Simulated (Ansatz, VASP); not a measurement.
## Two plane-wave programs on MoS2

```
Mo S
1.0
     3.14139    0.00000    0.00000
    -1.57069    2.72052    0.00000
     0.00000    0.00000   12.33339
Mo S
2 4
Direct
  0.66667 0.33333 0.25000
  0.33333 0.66667 0.75000
  0.66667 0.33333 0.62368
  0.33333 0.66667 0.37632
  0.66667 0.33333 0.87632
  0.33333 0.66667 0.12368
```

Change from the starting cell: strain along c alone, the other axes held, atoms relaxed: -2.0 %.

Alike in both runs: functional PBEsol; k mesh 12 × 12 × 2; occupations gaussian, width 0.02 eV; no spin polarisation.

Ansatz relaxed the structure, and its values are those at the end. VASP's run is a single point on that final structure, the one shown.

```csv
,VASP,Ansatz
version,VASP 6.6.1,Ansatz 0.2.0
potentials or method,"VASP PAW PBE potentials, release 64 (Mo_sv, S), cutoff 520 eV","scalar-relativistic, plane waves, PAW"
valence electrons in the cell,52,52
```

```csv
,VASP,Ansatz,Ansatz less VASP
gap on the k mesh at the Fermi level (eV),0.88,0.87,-0.016
least direct gap on the mesh (eV),1.73,1.73,-0.005
pressure (GPa),0.2,0.3,+0.02
```

VASP's potentials were made for PBE, not for PBEsol. With one functional, cell and mesh, what is left measures potentials, basis and numerics. Ansatz's warnings: stress scf threshold loose.
